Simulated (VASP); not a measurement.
# ZnCd3Te2 in VASP: notebook

Runs on ZnCd3Te2. Level: PBE. Tasks: single point.

Everything below comes from runs of VASP 6.6.1. Logs are shortened: lines on timing, memory, paths and dates and some standing lists are left out, and cuts for length are marked.

### Step 1. The cell of the first run

It takes space group P6mm (No. 183, hexagonal). Conventional cell: a = 7.435 Å, b = 7.435 Å, c = 4.320 Å, α = 90.00°, β = 90.00°, γ = 120.00°. Within 4.9 Å of Zn (site symmetry 6mm) lie 6 Cd at 3.72 Å and 2 Zn at 4.32 Å and 12 Te at 4.80 to 4.81 Å. Cd (site symmetry 2mm) has 4 Te at 3.04 to 3.05 Å and 4 Cd at 3.72 Å and 2 Zn at 3.72 Å within 4.0 Å. Te (site symmetry 3m) has 6 Cd at 3.04 to 3.05 Å within 4.0 Å.

The cell was built from a structure type or drawn by symmetry, and may not be a known phase.

### Step 2. Single point, PBE

Input file INCAR:

```
  PREC = Accurate
  ENCUT = 520
  EDIFF = 1E-7
  ISMEAR = 0
  SIGMA = 0.1
  LREAL = F
  LASPH = T
  NELM = 80
  ALGO = Normal
  ISIF = 2
  LWAVE = F
  LCHARG = F
  GGA = PE
  NBANDS = 39
```

Input file KPOINTS:

```
regular mesh
0
Gamma
  3 3 4
```

Input file POSCAR:

```
ZnCd3Te2
1.0
    7.4346240841      0.0000000000      0.0000000000
   -3.7173120421      6.4385733244      0.0000000000
    0.0000000000      0.0000000000      4.3198077381
Zn Cd Te
1 3 2
Direct
    0.0000000000      0.0000000000      0.5341034140
    0.5000000000      0.5000000000      0.5324195434
    0.5000000000      0.0000000000      0.5324195434
    0.0000000000      0.5000000000      0.5324195434
    0.6666666667      0.3333333333      1.0311374529
    0.3333333333      0.6666666667      1.0311374529
```

Potentials or basis: VASP PAW PBE potentials, release 64 (Zn, Cd, Te).

Started as:

```bash
cat potpaw_PBE.64/Zn/POTCAR potpaw_PBE.64/Cd/POTCAR potpaw_PBE.64/Te/POTCAR > POTCAR
mpirun -np 1 vasp_std > vasp.out
```

OUTCAR:

```text
PREC = Accurate
   ENCUT = 520
   EDIFF = 1E-7
   ISMEAR = 0
   LREAL = F
   LASPH = T
   NELM = 80
   ISIF = 2
   GGA = PE

 ion  position               nearest neighbor table
   1  0.000  0.000  0.534-
   2  0.500  0.500  0.532-   5 3.04   6 3.04   5 3.05   6 3.05   4 3.72   4 3.72   3 3.72   3 3.72

   3  0.500  0.000  0.532-   5 3.04   6 3.04   5 3.05   6 3.05   4 3.72   4 3.72   2 3.72   2 3.72

   4  0.000  0.500  0.532-   5 3.04   6 3.04   5 3.05   6 3.05   3 3.72   3 3.72   2 3.72   2 3.72

   5  0.667  0.333  0.031-   4 3.04   3 3.04   2 3.04   4 3.05   3 3.05   2 3.05
   6  0.333  0.667  0.031-   4 3.04   3 3.04   2 3.04   4 3.05   3 3.05   2 3.05

  LATTYP: Found a hexagonal cell.
 ALAT       =     7.4346240841
 C/A-ratio  =     0.5810391607

  Lattice vectors:

 A1 = (   7.4346240841,   0.0000000000,   0.0000000000)
 A2 = (  -3.7173120421,   6.4385733244,   0.0000000000)
 A3 = (   0.0000000000,   0.0000000000,   4.3198077381)

Analysis of symmetry for initial positions (statically):
=====================================================================
 Subroutine PRICEL returns:
 Original cell was already a primitive cell.

 Routine SETGRP: Setting up the symmetry group for a
 hexagonal supercell.

 Subroutine GETGRP returns: Found 12 space group operations
 (whereof 12 operations were pure point group operations)
 out of a pool of 24 trial point group operations.

The static configuration has the point symmetry C_6v.

Analysis of symmetry for dynamics (positions and initial velocities):
=====================================================================
 Subroutine PRICEL returns:
 Original cell was already a primitive cell.

 Routine SETGRP: Setting up the symmetry group for a
 hexagonal supercell.

 Subroutine GETGRP returns: Found 12 space group operations
 (whereof 12 operations were pure point group operations)
 out of a pool of 24 trial point group operations.

The dynamic configuration has the point symmetry C_6v.

 Subroutine INISYM returns: Found 12 space group operations
 (whereof 12 operations are pure point group operations),
 and found     1 'primitive' translations

----------------------------------------------------------------------------------------

                                     Primitive cell

  volume of cell :     206.7822

  direct lattice vectors                    reciprocal lattice vectors
     7.434624084  0.000000000  0.000000000     0.134505792  0.077656955  0.000000000
    -3.717312042  6.438573324  0.000000000     0.000000000  0.155313910  0.000000000
     0.000000000  0.000000000  4.319807738     0.000000000  0.000000000  0.231491784

  length of vectors
     7.434624084  7.434624084  4.319807738     0.155313910  0.155313910  0.231491784

  position of ions in fractional coordinates (direct lattice)
     0.000000000  0.000000000  0.534103414
     0.500000000  0.500000000  0.532419543
     0.500000000  0.000000000  0.532419543
     0.000000000  0.500000000  0.532419543
     0.666666667  0.333333333  0.031137453
     0.333333333  0.666666667  0.031137453

  ion indices of the primitive-cell ions
   primitive index   ion index
                 1           1
                 2           2
                 3           3
                 4           4
                 5           5
                 6           6

----------------------------------------------------------------------------------------

 KPOINTS: regular mesh

Automatic generation of k-mesh.
 Grid dimensions read from file:
 generate k-points for:    3    3    4

 Generating k-lattice:

  Cartesian coordinates                     Fractional coordinates (reciprocal lattice)
     0.044835264  0.025885652  0.000000000     0.333333333  0.000000000  0.000000000
     0.000000000  0.051771303  0.000000000     0.000000000  0.333333333  0.000000000
     0.000000000  0.000000000  0.057872946     0.000000000  0.000000000  0.250000000

  Length of vectors
     0.051771303  0.051771303  0.057872946

  Shift w.r.t. Gamma in fractional coordinates (k-lattice)
     0.000000000  0.000000000  0.000000000

 Subroutine IBZKPT returns following result:
 ===========================================

 Found      9 irreducible k-points:

 Following reciprocal coordinates:
            Coordinates               Weight
  0.000000  0.000000  0.000000      1.000000
  0.333333  0.000000  0.000000      6.000000
  0.333333  0.333333  0.000000      2.000000
  0.000000  0.000000  0.250000      2.000000
  0.333333  0.000000  0.250000     12.000000
  0.333333  0.333333  0.250000      4.000000
  0.000000  0.000000  0.500000      1.000000
  0.333333  0.000000  0.500000      6.000000
  0.333333  0.333333  0.500000      2.000000
   k-points           NKPTS =      9   k-points in BZ     NKDIM =      9   number of bands    NBANDS=     39
   number of dos      NEDOS =    301   number of ions     NIONS =      6
   total plane-waves  NPLWV = 100352
   dimension x,y,z NGX =    56 NGY =   56 NGZ =   32
   dimension x,y,z NGXF=   112 NGYF=  112 NGZF=   64
   ions per type =               1   3   2
   NGX,Y,Z   is equivalent  to a cutoff of  12.52, 12.52, 12.32 a.u.
   NGXF,Y,Z  is equivalent  to a cutoff of  25.04, 25.04, 24.63 a.u.
 SYSTEM =  unknown system
   PREC   = accura    normal or accurate (medium, high low for compatibility)
   ISTART =      0    job   : 0-new  1-cont  2-samecut
   ICHARG =      2    charge: 1-file 2-atom 10-const
   ISPIN  =      1    spin polarized calculation?
   LNONCOLLINEAR =      F non collinear calculations
   LSORBIT =      F    spin-orbit coupling
   LASPH  =      T    aspherical Exc in radial PAW
   ENCUT  =  520.0 eV  38.22 Ry    6.18 a.u.  13.82 13.82  8.03*2*pi/ulx,y,z
   NELM   =     80;   NELMIN=  2; NELMDL= -5     # of ELM steps
   EDIFF  = 0.1E-06   stopping-criterion for ELM
   LREAL  =      F    real-space projection
   EDIFFG = 0.1E-05   stopping-criterion for IOM
   NSW    =      0    number of steps for IOM
   IBRION =     -1    ionic relax: 0-MD 1-quasi-New 2-CG
   NFREE  =      0    steps in history (QN), initial steepest desc. (CG)
   ISIF   =      2    stress and relaxation
   ISYM   =      2    0-nonsym 1-usesym 2-fastsym
   POTIM  = 0.5000    time-step for ionic-motion
   TEBEG  =    0.0;   TEEND  =   0.0 temperature during run
   PSTRESS=    0.0 pullay stress
   NELECT =      60.0000    total number of electrons
   NUPDOWN=      -1.0000    fix difference up-down
   EMIN   =  10.00;   EMAX   =-10.00  energy-range for DOS
   EFERMI =   0.00;   METHOD = LEGACY
   ISMEAR =     0;   SIGMA  =   0.10  broadening in eV -4-tet -1-fermi 0-gaus
   EFERMI_NEDOS =   21; number of points for ismear=-14 and -15
   IALGO  =     38    algorithm
   IMIX   =      4    mixing-type and parameters
     AMIX     =   0.40;   BMIX     =  1.00
     AMIX_MAG =   1.60;   BMIX_MAG =  1.00
  volume/ion in A,a.u.               =      34.46       232.57
  Fermi-wavevector in a.u.,A,eV,Ry     =   1.083813  2.048109 15.982082  1.174650
  Thomas-Fermi vector in A             =   2.219888
   LORBIT       =      0    0 simple, 1 ext, 2 COOP (PROOUT), +10 PAW based schemes
   GGA     = PE    functional components
   LHFCALC =     F    Hartree Fock is set to
   AEXX    =    0.0000 exact exchange contribution
   IVDW    =     0    specifies the selected vdW correction
   LEPSILON=     F    determine dielectric tensor
   LRPA    =     F    only Hartree local field effects (RPA)
 non-spin polarized calculation
 Gauss-broadening in eV      SIGMA  =   0.10
  energy-cutoff  :      520.00
  volume of cell :      206.78
 maximum number of plane-waves:      5596
 NGX is ok and might be reduce to    56
   NGX = 27   NGY = 27   NGZ = 17

 number of electron      59.9999976 magnetization

 Free energy of the ion-electron system (eV)
  ---------------------------------------------------
  ext. energy  EPLUGINS =         0.00000000
  ---------------------------------------------------
  free energy    TOTEN  =        -9.00712680 eV

  energy without entropy =       -8.98152465  energy(sigma->0) =       -8.99432573

 E-fermi :   2.1188     XC(G=0):  -8.4528

 val. band max:        2.0572704045   @ k =   0.3333   0.3333   0.0000
 cond. band min:       2.1239317439   @ k =   0.3333   0.0000   0.2500
 fundamental gap:      0.0666613394
 Fermi energy:         2.1188007238

 k-point     1 :       0.0000    0.0000    0.0000
  band No.  band energies     occupation
      1      -9.8235      2.00000
      2      -9.0198      2.00000
      3      -6.9283      2.00000
      4      -6.7765      2.00000
      5      -6.7448      2.00000
      6      -6.7448      2.00000
[... 31 lines left out ...]
     38       6.8447      0.00000
     39       6.9482      0.00000

 k-point     2 :       0.3333    0.0000    0.0000
  band No.  band energies     occupation
      1      -9.6811      2.00000
      2      -9.2255      2.00000
      3      -6.8649      2.00000
      4      -6.7496      2.00000
      5      -6.7086      2.00000
      6      -6.6969      2.00000
[... 31 lines left out ...]
     38       6.5539      0.00000
     39       6.7392      0.00000

 k-point     3 :       0.3333    0.3333    0.0000
  band No.  band energies     occupation
      1      -9.4681      2.00000
      2      -9.4681      2.00000
      3      -6.7743      2.00000
      4      -6.7743      2.00000
      5      -6.7091      2.00000
      6      -6.6979      2.00000
[... 31 lines left out ...]
     38       6.0556      0.00000
     39       7.5700      0.00000

 k-point     4 :       0.0000    0.0000    0.2500
  band No.  band energies     occupation
      1      -9.5204      2.00000
      2      -9.1495      2.00000
      3      -6.8038      2.00000
      4      -6.7351      2.00000
      5      -6.7351      2.00000
      6      -6.6994      2.00000
[... 31 lines left out ...]
     38       7.1444      0.00000
     39       7.8629      0.00000
[... 124 lines left out ...]
     38       7.1741      0.00000
     39       7.4251      0.00000

 k-point     8 :       0.3333    0.0000    0.5000
  band No.  band energies     occupation
      1      -9.2259      2.00000
      2      -9.1463      2.00000
      3      -6.8795      2.00000
      4      -6.7423      2.00000
      5      -6.7140      2.00000
      6      -6.6591      2.00000
[... 31 lines left out ...]
     38       6.8131      0.00000
     39       7.3699      0.00000

 k-point     9 :       0.3333    0.3333    0.5000
  band No.  band energies     occupation
      1      -9.1875      2.00000
      2      -9.1875      2.00000
      3      -6.7544      2.00000
      4      -6.7544      2.00000
      5      -6.7191      2.00000
      6      -6.6892      2.00000
[... 31 lines left out ...]
     38       6.6174      0.00000
     39       6.6174      0.00000

------------------------ aborting loop because EDIFF is reached ----------------------------------------

  FORCE on cell =-STRESS in cart. coord.  units (eV):
  Direction    XX          YY          ZZ          XY          YZ          ZX
  --------------------------------------------------------------------------------------
  -------------------------------------------------------------------------------------
  Total        0.1531149      0.1531149      0.1215776     -0.0000000      0.0000000      0.0000000
  in kB        1.1863555      1.1863555      0.9420007     -0.0000000      0.0000000      0.0000000
  external PRESSURE =       1.1049039 kB  Pullay stress =       0.0000000 kB

 VOLUME and BASIS-vectors are now :
 -----------------------------------------------------------------------------
  energy-cutoff  :      520.00
  volume of cell :      206.78
      direct lattice vectors                 reciprocal lattice vectors
     7.434624084  0.000000000  0.000000000     0.134505792  0.077656955  0.000000000
    -3.717312042  6.438573324  0.000000000     0.000000000  0.155313910  0.000000000
     0.000000000  0.000000000  4.319807738     0.000000000  0.000000000  0.231491784

 POSITION                                       TOTAL-FORCE (eV/Angst)
 -----------------------------------------------------------------------------------
      0.00000      0.00000      2.30722        -0.000000      0.000000     -0.002573
      1.85866      3.21929      2.29995         0.000000     -0.000000     -0.009529
      3.71731      0.00000      2.29995         0.000000     -0.000000     -0.009529
     -1.85866      3.21929      2.29995         0.000000     -0.000000     -0.009529
      3.71731      2.14619      0.13451         0.000000      0.000000      0.015580
     -0.00000      4.29238      0.13451        -0.000000     -0.000000      0.015580
 -----------------------------------------------------------------------------------
    total drift:                               -0.000000     -0.000001      0.001166

  FREE ENERGIE OF THE ION-ELECTRON SYSTEM (eV)
  ---------------------------------------------------
  free  energy   TOTEN  =        -9.0071268030 eV

  energy  without entropy=       -8.9815246480  energy(sigma->0) =       -8.99432573
```

It took 1.8 min on 1 thread of Intel Xeon Platinum 8488C (Sapphire Rapids), shared host; peak memory 0.34 GiB.

Results:

```yaml
Free_energy: -9.0071 eV
Pressure: 0.1 GPa
Largest_force: 0.016 eV/Å
Band_gap_on_the_k_mesh: zero (bands 30 and 31 overlap by 1.33 eV)
```

Forces on the atoms (eV/Å):
```
Zn   0.000  0.000 -0.003
Cd   0.000  0.000 -0.010
Cd   0.000  0.000 -0.010
Cd   0.000  0.000 -0.010
Te   0.000  0.000  0.016
Te   0.000  0.000  0.016
```

Caveat: the k points lie up to 0.36 Å⁻¹ apart, too coarse for converged energies and pressures of a metal; spin-orbit coupling is left out, which moves the levels of the heavy elements.

[end of part 1 of 2]
